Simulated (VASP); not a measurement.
Write the native input for VASP 6.6.1 that does the following.

| Property | Result |
| --- | --- |
| Task | single point |
| Functional | PBEsol |
| Potentials or basis | VASP PAW PBE potentials, release 64 (Hf_pv, B) |
| Cutoff | 520 eV |
| k mesh | 10 × 10 × 10 |
| Occupations | gaussian, width 0.1 eV |
| Spin | no spin polarisation |
| Dipole correction | no |
| Further INCAR settings | ALGO = Normal; EDIFF = 1e-06; NBANDS = 14 |

The structure of HfB lies in POSCAR:

```
HfB
1.0
    0.0000000000      2.3100000000      2.3100000000
    2.3100000000      0.0000000000      2.3100000000
    2.3100000000      2.3100000000      0.0000000000
Hf B
1 1
Direct
    0.5000000000      0.5000000000      0.5000000000
    0.0000000000      0.0000000000      0.0000000000
```

The input as run:

INCAR

```
PREC = Accurate ; ENCUT = 520
EDIFF = 1E-6 ; ISMEAR = 0
SIGMA = 0.1 ; LREAL = F
LASPH = T ; NELM = 100
ALGO = Normal ; ISIF = 2
LWAVE = F ; LCHARG = T
GGA = PS ; LELF = T
LVHAR = T ; NBANDS = 14
```

KPOINTS

```
regular mesh
0
Gamma
  10 10 10
```

Potentials or basis: VASP PAW PBE potentials, release 64 (Hf_pv, B).

Launch:

```sh
$ cat potpaw_PBE.64/Hf_pv/POTCAR potpaw_PBE.64/B/POTCAR > POTCAR
$ mpirun -np 1 vasp_std > vasp.out
```

Results of the run:

| Quantity | Value |
| --- | --- |
| Pressure | 24.3 GPa |

Caveat: the PAW data sets were made with another functional, which shifts forces and pressure a little.

Wall time 18 s on 1 thread of AMD EPYC 7R13 Processor (Zen 3), with other jobs on the host, peak memory 0.11 GiB.
